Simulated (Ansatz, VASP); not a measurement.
## C in VASP and in Ansatz

```
C
1.0
     2.45617    0.00000    0.00000
    -1.22809    2.12711    0.00000
     0.00000    0.00000    8.52380
C
2
Direct
  0.33333 0.66667 0.00000
  0.66667 0.33333 0.00000
```

Alike in both runs: task relaxation of cell and atoms; functional LDA; k mesh 21 × 21 × 6; occupations gaussian, width 0.1 eV; no spin polarisation.

|  | VASP | Ansatz |
| --- | --- | --- |
| version | VASP 6.6.1 | Ansatz 0.2.0 |
| potentials or method | VASP PAW LDA potentials, release 64 (C), cutoff 600 eV | scalar-relativistic, plane waves, PAW |
| valence electrons in the cell | 8 | 8 |

Ansatz gave:

| Item | Value |
| --- | --- |
| gap on the k mesh at the Fermi level, each at its own relaxed structure (eV) | none |
| relaxed volume (Å³/atom) | 22.06 |
| relaxed cell length with the largest relative difference (Å) | 8.525 |

Task: Which values does VASP return?

Result: gap on the k mesh at the Fermi level, each at its own relaxed structure (eV): none; relaxed volume (Å³/atom): 9.31; relaxed cell length with the largest relative difference (Å): 3.594.

Ansatz warns that its potentials were made for another functional, while VASP's fit it. LDA's correlation is that of Perdew and Zunger in VASP and of Perdew and Wang (1992) in Ansatz. A gap of «none» marks a metal or a gap that the smearing closes. One of these differences is far larger than is usual between the two programs; its cause wasn't traced.

Noted on VASP's run: the volume moved by over 15 % at a fixed basis, so the end points are rough.
